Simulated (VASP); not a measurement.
Write the native input for VASP 6.6.1 that does the following.

| Quantity | Value |
| --- | --- |
| Task | single point |
| Functional | PBE |
| Potentials or basis | VASP PAW PBE potentials, release 64 (As, B) |
| Cutoff | 520 eV |
| k mesh | 16 × 16 × 16 |
| Occupations | gaussian, width 0.1 eV |
| Spin | no spin polarisation |
| Dipole correction | no |
| Further INCAR settings | ALGO = Normal; EDIFF = 1e-06; NBANDS = 11 |

The structure of BAs lies in POSCAR:

```
BAs
1.0
    0.0000000000      2.3885000000      2.3885000000
    2.3885000000      0.0000000000      2.3885000000
    2.3885000000      2.3885000000      0.0000000000
As B
1 1
Direct
    0.7500000000      0.7500000000      0.7500000000
    0.0000000000      0.0000000000      0.0000000000
```

One way to write it, as run:

INCAR

```
PREC = Accurate ; ENCUT = 520
EDIFF = 1E-6 ; ISMEAR = 0
SIGMA = 0.1 ; LREAL = False
LASPH = True ; NELM = 60
ALGO = Normal ; ISIF = 2
LWAVE = False ; LCHARG = False
GGA = PE ; NBANDS = 11
```

KPOINTS

```
regular mesh
0
Gamma
  16 16 16
```

Potentials or basis: VASP PAW PBE potentials, release 64 (As, B).

The run is started by

```console
$ cat potpaw_PBE.64/As/POTCAR potpaw_PBE.64/B/POTCAR > POTCAR
$ mpirun -np 1 vasp_std > vasp.out
```

It gave:

```
Pressure               : 3.4 GPa
Band gap on the k mesh : 1.19 eV, indirect (least direct gap 3.28 eV)
```

Wall time 43 s on 1 thread of Intel(R) Xeon(R) Platinum 8259CL CPU @ 2.50GHz (Skylake/Cascade Lake) (shared host), peak memory 0.19 GiB.
